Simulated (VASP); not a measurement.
Here is a VASP 6.6.1 calculation.

The input INCAR:

```
SYSTEM = Tb4WO
PREC = Accurate
ENCUT = 600
EDIFF = 1E-6
ISMEAR = 0
SIGMA = 0.2
LREAL = .False.
LASPH = .True.
NELM = 200
ALGO = Normal
ISIF = 2
LWAVE = .False.
LCHARG = .False.
GGA = PE
NBANDS = 37
GGA_COMPAT = .False.
LMAXMIX = 6
```

File KPOINTS:

```
regular mesh
0
Gamma
  4 4 3
  0 0 0
```

The input POSCAR:

```
Tb4WO
1.0
    4.9654332230      0.0000000000      0.0000000000
   -2.4827166115      4.3001913119      0.0000000000
    0.0000000000      0.0000000000      6.3009697503
Tb W O
4 1 1
Direct
    0.3333333333      0.6666666667      0.2401745986
    0.3333333333      0.6666666667      0.7598254014
    0.6666666667      0.3333333333      0.7598254014
    0.6666666667      0.3333333333      0.2401745986
    0.0000000000      0.0000000000      0.0000000000
    0.0000000000      0.0000000000      0.5000000000
```

Potentials or basis: VASP PAW PBE potentials, release 64 (Tb_3, W_sv, O), 4f in core.

Command:

```console
$ cat potpaw_PBE.64/Tb_3/POTCAR potpaw_PBE.64/W_sv/POTCAR potpaw_PBE.64/O/POTCAR > POTCAR
$ mpirun -np 1 vasp_std > vasp.out
```

(1) Predict the pressure.

(2) Predict the largest force.

Answers

(1) 0.4 GPa.

(2) 0.045 eV/Å.

Caveat: the k points lie up to 0.37 Å⁻¹ apart, too coarse for converged energies and pressures of a metal; the run has no spin polarisation, though such a crystal can be magnetic.
